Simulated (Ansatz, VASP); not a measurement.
# Two plane-wave programs on Ga2BSb3

```
Ga B Sb
1.0
     4.80164    0.00000    0.00000
    -2.40082    4.15834    0.00000
     0.00000    0.00000    6.01287
Ga B Sb
2 1 3
Direct
  0.33333 0.66667 0.21914
  0.66667 0.33333 0.78086
  0.00000 0.00000 0.50000
  0.33333 0.66667 0.72378
  0.66667 0.33333 0.27622
  0.00000 0.00000 0.00000
```

Change from the starting cell: species swapped into the Sn2Pd3Au type (P-3m1, No. 164).

Alike in both runs: task relaxation of cell and atoms; functional PBE; k mesh 6 × 6 × 4; occupations gaussian, width 0.1 eV; no spin polarisation.

|  | VASP | Ansatz |
| --- | --- | --- |
| version | VASP 6.6.1 | Ansatz 0.2.0 |
| potentials or method | VASP PAW PBE potentials, release 64 (Ga_d, B, Sb), cutoff 600 eV | scalar-relativistic, plane waves, PAW |
| valence electrons in the cell | 44 | 74 |

VASP gave:

- gap on the k mesh at the Fermi level, each at its own relaxed structure (eV): none
- relaxed volume (Å³/atom): 21.84
- relaxed length of the cell vector where the two differ most in proportion (Å): 5.745

Task: What did Ansatz give for the same quantities?

Result: gap on the k mesh at the Fermi level, each at its own relaxed structure (eV): none; relaxed volume (Å³/atom): 21.86; relaxed length of the cell vector where the two differ most in proportion (Å): 5.749.

A gap of «none» marks a metal or a gap that the smearing closes. VASP's potentials hold 44 valence electrons a cell and Ansatz's 74, so a difference there can come from the potentials and not from the codes.

Neither program's run includes spin-orbit coupling. Noted on VASP's run: too few bands were computed for a metal, which touches its energy and stress.
